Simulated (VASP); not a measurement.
# KCl (I4/mmm) in VASP: further runs

KCl is run at these levels: r2SCAN; tasks: single point.

Program: VASP 6.6.1. These are calculated values, not measurements. Logs are shortened: lines on timing, memory, paths and dates and some standing lists are left out, and cuts for length are marked.

## 1. The cell of the first run

Symmetry: I4/mmm, No. 139, tetragonal system. The conventional cell has a = 4.463 Å, b = 4.463 Å, c = 6.060 Å, α = 90.00°, β = 90.00°, γ = 90.00°. K (site symmetry 4/mmm) has 6 Cl at 3.03 to 3.16 Å within 4.0 Å. Within 4.0 Å of Cl (site symmetry 4/mmm) lie 6 K at 3.03 to 3.16 Å.

## 2. Single point, r2SCAN (strain -0.0400 x Voigt [0, 1, 0, 0, 0, 0])

POSCAR reads:

```
KCl
1.0
    0.0000000000      3.0298560000      3.1561000000
    3.1561000000      0.0000000000      3.1561000000
    3.1561000000      3.0298560000      0.0000000000
K Cl
1 1
Direct
    0.0000000000      0.0000000000      0.0000000000
    0.5000000000      0.5000000000      0.5000000000
```

INCAR.step1 reads:

```
SYSTEM = KCl
ALGO = Normal
EDIFF = 1E-4
ENCUT = 520
GGA = PE
ISMEAR = 0
LASPH = .True.
LCHARG = .False.
LREAL = .False.
LWAVE = .True.
NBANDS = 15
NELM = 80
PREC = Accurate
SIGMA = 0.05
```

INCAR.step2 reads:

```
SYSTEM = KCl
ALGO = Normal
EDIFF = 1E-6
ENCUT = 520
ISIF = 2
ISMEAR = 0
ISTART = 1
LASPH = .True.
LCHARG = .False.
LMIXTAU = .True.
LREAL = .False.
LWAVE = .False.
METAGGA = R2SCAN
NBANDS = 15
NELM = 80
PREC = Accurate
SIGMA = 0.05
```

KPOINTS reads:

```
k-points
0
Gamma
  6 6 6
  0 0 0
```

Potentials or basis: VASP PAW PBE potentials, release 64 (K_sv, Cl).

Started as:

```sh
> cat potpaw_PBE.64/K_sv/POTCAR potpaw_PBE.64/Cl/POTCAR > POTCAR
> cp INCAR.step1 INCAR
> mpirun -np 1 vasp_std > vasp.out
> cp INCAR.step2 INCAR
> mpirun -np 1 vasp_std > vasp.out
```

OUTCAR:

```text
SYSTEM = KCl
   EDIFF = 1E-6
   ENCUT = 520
   ISIF = 2
   ISMEAR = 0
   ISTART = 1
   LASPH = .True.
   LREAL = .False.
   METAGGA = R2SCAN
   NELM = 80
   PREC = Accurate

 ion  position               nearest neighbor table
   1  0.000  0.000  0.000-   2 3.03   2 3.03   2 3.16   2 3.16   2 3.16   2 3.16
   2  0.500  0.500  0.500-   1 3.03   1 3.03   1 3.16   1 3.16   1 3.16   1 3.16

  LATTYP: Found a body centered tetragonal cell.
 ALAT       =     4.4633994242
 C/A-ratio  =     1.3576450199

  Lattice vectors:

 A1 = (   0.0000000000,  -3.0298560000,   3.1561000000)
 A2 = (   0.0000000000,  -3.0298560000,  -3.1561000000)
 A3 = (   3.1561000000,   3.0298560000,   0.0000000000)

Analysis of symmetry for initial positions (statically):
=====================================================================
 Subroutine PRICEL returns:
 Original cell was already a primitive cell.

 Routine SETGRP: Setting up the symmetry group for a
 body centered tetragonal supercell.

 Subroutine GETGRP returns: Found 16 space group operations
 (whereof 16 operations were pure point group operations)
 out of a pool of 16 trial point group operations.

The static configuration has the point symmetry D_4h.

Analysis of symmetry for dynamics (positions and initial velocities):
=====================================================================
 Subroutine PRICEL returns:
 Original cell was already a primitive cell.

 Routine SETGRP: Setting up the symmetry group for a
 body centered tetragonal supercell.

 Subroutine GETGRP returns: Found 16 space group operations
 (whereof 16 operations were pure point group operations)
 out of a pool of 16 trial point group operations.

The dynamic configuration has the point symmetry D_4h.

 Subroutine INISYM returns: Found 16 space group operations
 (whereof 16 operations are pure point group operations),
 and found     1 'primitive' translations

----------------------------------------------------------------------------------------

                                     Primitive cell

  volume of cell :      60.3606

  direct lattice vectors                    reciprocal lattice vectors
     0.000000000  3.029856000  3.156100000    -0.158423371  0.165024344  0.158423371
     3.156100000  0.000000000  3.156100000     0.158423371 -0.165024344  0.158423371
     3.156100000  3.029856000  0.000000000     0.158423371  0.165024344 -0.158423371

  length of vectors
     4.375042239  4.463399424  4.375042239     0.278260603  0.278260603  0.278260603

  position of ions in fractional coordinates (direct lattice)
     0.000000000  0.000000000  0.000000000
     0.500000000  0.500000000  0.500000000

  ion indices of the primitive-cell ions
   primitive index   ion index
                 1           1
                 2           2

----------------------------------------------------------------------------------------

 KPOINTS: k-points

Automatic generation of k-mesh.
 Grid dimensions read from file:
 generate k-points for:    6    6    6

 Generating k-lattice:

  Cartesian coordinates                     Fractional coordinates (reciprocal lattice)
    -0.026403895  0.027504057  0.026403895     0.166666667  0.000000000 -0.000000000
     0.026403895 -0.027504057  0.026403895     0.000000000  0.166666667  0.000000000
     0.026403895  0.027504057 -0.026403895    -0.000000000  0.000000000  0.166666667

  Length of vectors
     0.046376767  0.046376767  0.046376767

  Shift w.r.t. Gamma in fractional coordinates (k-lattice)
     0.000000000  0.000000000  0.000000000

 Subroutine IBZKPT returns following result:
 ===========================================

 Found     30 irreducible k-points:

 Following reciprocal coordinates:
            Coordinates               Weight
  0.000000  0.000000  0.000000      1.000000
  0.166667  0.000000  0.000000      8.000000
  0.333333  0.000000 -0.000000      8.000000
  0.500000  0.000000  0.000000      4.000000
  0.166667  0.166667  0.000000      4.000000
  0.333333  0.166667 -0.000000     16.000000
[... 16 lines left out ...]
  0.333333 -0.333333  0.166667     16.000000
  0.500000 -0.333333  0.166667      4.000000
 [... further k-points ...]
   k-points           NKPTS =     30   k-points in BZ     NKDIM =     30   number of bands    NBANDS=     15
   number of dos      NEDOS =    301   number of ions     NIONS =      2
   total plane-waves  NPLWV =  46656
   dimension x,y,z NGX =    36 NGY =   36 NGZ =   36
   dimension x,y,z NGXF=    72 NGYF=   72 NGZF=   72
   ions per type =               1   1
   NGX,Y,Z   is equivalent  to a cutoff of  13.68, 13.41, 13.68 a.u.
   NGXF,Y,Z  is equivalent  to a cutoff of  27.36, 26.82, 27.36 a.u.
 SYSTEM =  KCl
   PREC   = accura    normal or accurate (medium, high low for compatibility)
   ISTART =      1    job   : 0-new  1-cont  2-samecut
   ICHARG =      0    charge: 1-file 2-atom 10-const
   ISPIN  =      1    spin polarized calculation?
   LNONCOLLINEAR =      F non collinear calculations
   LSORBIT =      F    spin-orbit coupling
   LASPH  =      T    aspherical Exc in radial PAW
   ENCUT  =  520.0 eV  38.22 Ry    6.18 a.u.   8.13  8.30  8.13*2*pi/ulx,y,z
   NELM   =     80;   NELMIN=  2; NELMDL=  0     # of ELM steps
   EDIFF  = 0.1E-05   stopping-criterion for ELM
   LREAL  =      F    real-space projection
   EDIFFG = 0.1E-04   stopping-criterion for IOM
   NSW    =      0    number of steps for IOM
   IBRION =     -1    ionic relax: 0-MD 1-quasi-New 2-CG
   NFREE  =      0    steps in history (QN), initial steepest desc. (CG)
   ISIF   =      2    stress and relaxation
   ISYM   =      2    0-nonsym 1-usesym 2-fastsym
   POTIM  = 0.5000    time-step for ionic-motion
   TEBEG  =    0.0;   TEEND  =   0.0 temperature during run
   PSTRESS=    0.0 pullay stress
   NELECT =      16.0000    total number of electrons
   NUPDOWN=      -1.0000    fix difference up-down
   EMIN   =  10.00;   EMAX   =-10.00  energy-range for DOS
   EFERMI =   0.00;   METHOD = LEGACY
   ISMEAR =     0;   SIGMA  =   0.05  broadening in eV -4-tet -1-fermi 0-gaus
   EFERMI_NEDOS =   21; number of points for ismear=-14 and -15
   IALGO  =     38    algorithm
   IMIX   =      4    mixing-type and parameters
     AMIX     =   0.40;   BMIX     =  1.00
     AMIX_MAG =   1.60;   BMIX_MAG =  1.00
  volume/ion in A,a.u.               =      30.18       203.67
  Fermi-wavevector in a.u.,A,eV,Ry     =   1.051632  1.987296 15.047080  1.105929
  Thomas-Fermi vector in A             =   2.186682
   LORBIT       =      0    0 simple, 1 ext, 2 COOP (PROOUT), +10 PAW based schemes
   METAGGA = R2SCAN    functional components
   LHFCALC =     F    Hartree Fock is set to
   AEXX    =    0.0000 exact exchange contribution
   IVDW    =     0    specifies the selected vdW correction
   LEPSILON=     F    determine dielectric tensor
   LRPA    =     F    only Hartree local field effects (RPA)
 non-spin polarized calculation
 Gauss-broadening in eV      SIGMA  =   0.05
  energy-cutoff  :      520.00
  volume of cell :       60.36
 maximum number of plane-waves:      1642
 NGX is ok and might be reduce to    36
   NGX = 17   NGY = 17   NGZ = 17

 number of electron      16.0000002 magnetization

 Free energy of the ion-electron system (eV)
  ---------------------------------------------------
  ext. energy  EPLUGINS =         0.00000000
  ---------------------------------------------------
  free energy    TOTEN  =       -16.49152403 eV

  energy without entropy =      -16.49152403  energy(sigma->0) =      -16.49152403

 E-fermi :  -1.7722     XC(G=0):  -8.0937

 val. band max:       -2.1070900402   @ k =   0.0000   0.0000   0.0000
 cond. band min:       3.7993191068   @ k =   0.0000   0.0000   0.0000
 fundamental gap:      5.9064091470
 Fermi energy:        -1.7722029235

 k-point     1 :       0.0000    0.0000    0.0000
  band No.  band energies     occupation
      1     -30.3236      2.00000
      2     -14.8453      2.00000
      3     -13.0173      2.00000
      4     -13.0172      2.00000
      5     -13.0172      2.00000
      6      -2.1484      2.00000
      7      -2.1484      2.00000
      8      -2.1071      2.00000
      9       3.7993      0.00000
     10       6.8248      0.00000
     11       6.8248      0.00000
     12       7.0945      0.00000
     13       7.8618      0.00000
     14       8.0971      0.00000
     15      11.3652      0.00000

 k-point     2 :       0.1667    0.0000    0.0000
  band No.  band energies     occupation
      1     -30.3205      2.00000
      2     -14.8950      2.00000
      3     -13.0212      2.00000
      4     -13.0182      2.00000
      5     -12.9500      2.00000
      6      -2.4588      2.00000
      7      -2.2379      2.00000
      8      -2.2168      2.00000
      9       4.4492      0.00000
     10       6.6942      0.00000
     11       7.2057      0.00000
     12       7.3718      0.00000
     13       8.2568      0.00000
     14       8.5192      0.00000
     15      12.4210      0.00000

 k-point     3 :       0.3333    0.0000   -0.0000
  band No.  band energies     occupation
      1     -30.3143      2.00000
      2     -14.9857      2.00000
      3     -13.0292      2.00000
      4     -13.0201      2.00000
      5     -12.8231      2.00000
      6      -3.0026      2.00000
      7      -2.4072      2.00000
      8      -2.3981      2.00000
      9       5.6429      0.00000
     10       6.8081      0.00000
     11       8.2416      0.00000
     12       8.3516      0.00000
     13       9.2523      0.00000
     14       9.5827      0.00000
     15      11.7582      0.00000

 k-point     4 :       0.5000    0.0000    0.0000
  band No.  band energies     occupation
      1     -30.3112      2.00000
      2     -15.0275      2.00000
      3     -13.0332      2.00000
      4     -13.0210      2.00000
      5     -12.7626      2.00000
      6      -3.2403      2.00000
      7      -2.4876      2.00000
      8      -2.4840      2.00000
      9       6.0856      0.00000
     10       7.2263      0.00000
     11       9.2714      0.00000
     12       9.3207      0.00000
     13       9.9813      0.00000
     14      10.3528      0.00000
     15      10.8833      0.00000
[... 307 lines left out ...]
 k-point    22 :      -0.3333    0.5000    0.1667
  band No.  band energies     occupation
      1     -30.3083      2.00000
      2     -14.8399      2.00000
      3     -13.1467      2.00000
      4     -13.0933      2.00000
      5     -12.9223      2.00000
      6      -2.7575      2.00000
      7      -2.6071      2.00000
      8      -2.5144      2.00000
      9       5.7248      0.00000
     10       7.5652      0.00000
     11       7.9048      0.00000
     12       8.9970      0.00000
     13      10.0312      0.00000
     14      10.4068      0.00000
     15      11.1159      0.00000

 k-point    23 :       0.3333   -0.3333    0.1667
  band No.  band energies     occupation
      1     -30.3083      2.00000
      2     -14.8720      2.00000
      3     -13.1046      2.00000
      4     -13.0794      2.00000
      5     -12.9243      2.00000
      6      -2.8689      2.00000
      7      -2.5948      2.00000
      8      -2.4966      2.00000
      9       6.3907      0.00000
     10       6.6560      0.00000
     11       8.7106      0.00000
     12       8.9478      0.00000
     13      10.0075      0.00000
     14      10.5591      0.00000
     15      10.7414      0.00000

 k-point    24 :       0.5000   -0.3333    0.1667
  band No.  band energies     occupation
      1     -30.3079      2.00000
      2     -14.7952      2.00000
      3     -13.1519      2.00000
      4     -13.1072      2.00000
      5     -12.9775      2.00000
      6      -2.7622      2.00000
      7      -2.5546      2.00000
      8      -2.4707      2.00000
      9       5.6606      0.00000
     10       7.3599      0.00000
     11       8.0610      0.00000
     12       9.0831      0.00000
     13       9.6554      0.00000
     14      10.5885      0.00000
     15      11.1138      0.00000

 [... further k-points ...]

------------------------ aborting loop because EDIFF is reached ----------------------------------------

  FORCE on cell =-STRESS in cart. coord.  units (eV):
  Direction    XX          YY          ZZ          XY          YZ          ZX
  --------------------------------------------------------------------------------------
  -------------------------------------------------------------------------------------
  Total        0.0143173      0.8162974      0.0143173     -0.0000000      0.0000000      0.0000000
  in kB        0.3800297     21.6673352      0.3800297     -0.0000000      0.0000000      0.0000000
  external PRESSURE =       7.4757982 kB  Pullay stress =       0.0000000 kB

 VOLUME and BASIS-vectors are now :
 -----------------------------------------------------------------------------
  energy-cutoff  :      520.00
  volume of cell :       60.36
      direct lattice vectors                 reciprocal lattice vectors
     0.000000000  3.029856000  3.156100000    -0.158423371  0.165024344  0.158423371
     3.156100000  0.000000000  3.156100000     0.158423371 -0.165024344  0.158423371
     3.156100000  3.029856000  0.000000000     0.158423371  0.165024344 -0.158423371

 POSITION                                       TOTAL-FORCE (eV/Angst)
 -----------------------------------------------------------------------------------
      0.00000      0.00000      0.00000        -0.000000      0.000000      0.000000
      3.15610      3.02986      3.15610         0.000000      0.000000     -0.000000
 -----------------------------------------------------------------------------------
    total drift:                                0.000000      0.000000      0.000000

  FREE ENERGIE OF THE ION-ELECTRON SYSTEM (eV)
  ---------------------------------------------------
  free  energy   TOTEN  =       -16.4915240301 eV

  energy  without entropy=      -16.4915240301  energy(sigma->0) =      -16.49152403
```

Run time: 54 s. Hardware: 1 thread of Intel Xeon 6975P-C (Granite Rapids), shared host; peak memory 0.22 GiB.

What came out:

```yaml
Free_energy: -16.4915 eV
Pressure: 0.7 GPa
Band_gap_on_the_k_mesh: 5.91 eV
```

Levels at points of the mesh, in eV from the valence-band top:
```tsv
k point	band 4	band 5	band 6	band 7	band 8	band 9	band 10	band 11	band 12	band 13
(0.00, 0.00, 0.00)	-10.91	-10.91	-0.04	-0.04	0.00	5.91	8.93	8.93	9.20	9.97
(0.50, 0.00, 0.00)	-10.91	-10.66	-1.13	-0.38	-0.38	8.19	9.33	11.38	11.43	12.09
(0.50, 0.50, 0.00)	-10.98	-10.96	-0.74	-0.25	-0.23	7.00	9.32	10.78	11.13	11.66
(0.50, 0.00, 0.50)	-10.98	-10.98	-0.66	-0.30	-0.30	6.92	9.37	11.01	11.21	11.70
```

Caveat: the cell differs from its parent crystal (strain -0.0400 x Voigt [0, 1, 0, 0, 0, 0]); the PAW data sets were made with another functional, which shifts forces and pressure a little.

(Continued in part 2 of 2.)
